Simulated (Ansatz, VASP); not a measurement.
# Ag in VASP and in Ansatz

POSCAR

```
Ag
1.0
    0.0000000000      2.0519023311      2.0519023311
    2.0519023311      0.0000000000      2.0519023311
    2.0519023311      2.0519023311      0.0000000000
Ag
1
Direct
    0.0000000000      0.0000000000      0.0000000000
```

Contents of INCAR.step1:

```
PREC = Accurate
ENCUT = 520
ISMEAR = -1
SIGMA = 0.1
LREAL = F
LASPH = T
NELM = 60
NBANDS = 12
GGA = PE
ALGO = Normal
EDIFF = 1E-4
LWAVE = T
LCHARG = F
```

File INCAR.step2:

```
PREC = Accurate
ENCUT = 520
EDIFF = 1E-6
ISMEAR = -1
SIGMA = 0.1
LREAL = F
LASPH = T
NELM = 60
ALGO = Normal
ISIF = 2
LWAVE = F
LCHARG = T
METAGGA = R2SCAN
LMIXTAU = T
LELF = T
LVHAR = T
NBANDS = 12
ISTART = 1
```

File KPOINTS:

```
regular mesh
0
Gamma
  6 6 6
```

Input for Ansatz:

```yaml
crystal:
  lattice:
    - [0.0, 2.0519023311, 2.0519023311]
    - [2.0519023311, 0.0, 2.0519023311]
    - [2.0519023311, 2.0519023311, 0.0]
  atoms:
    - { symbol: Ag, position: [0.0, 0.0, 0.0] }
hamiltonian:
  xc: r2scan
  pseudopotentials:
    kind: paw
    azcp:
      Ag: "pseudopotentials/Ag.paw.azcp"
basis:
  ecutwfc: 500
  fft_grid_basis: typed
kpoints:
  mp_grid: { grid: [6, 6, 6], shift: [0, 0, 0] }
magnetization:
  spin_polarized: false
scf:
  occupations: { method: fermi_dirac, width: 0.1 }
  lower_state_search: "off"
output:
  stress: true
  write_density: true
  write_potential: true
  elf: true
  volumetric_format: npy
```

Alike in both runs: task single point; functional r2SCAN; k mesh 6 × 6 × 6; occupations fermi-dirac, width 0.1 eV; no spin polarisation.

|  | VASP | Ansatz |
| --- | --- | --- |
| version | VASP 6.6.1 | Ansatz 0.2.0 |
| potentials or method | VASP PAW PBE potentials, release 64 (Ag), cutoff 520 eV | plane waves (500 eV) with PAW, scalar-relativistic |
| valence electrons in the cell | 11 | 19 |

```csv
,VASP,Ansatz,Ansatz less VASP
pressure (GPa),1.1,1.0,-0.13
```

VASP's potentials were made for PBE, not for r2SCAN. The functional is the same, so the differences come from potentials, cutoffs and numerics. VASP's potentials hold 11 valence electrons a cell and Ansatz's 19, so a difference there can come from the potentials and not from the codes.

The k mesh is coarse, so the values compare programs but aren't converged.
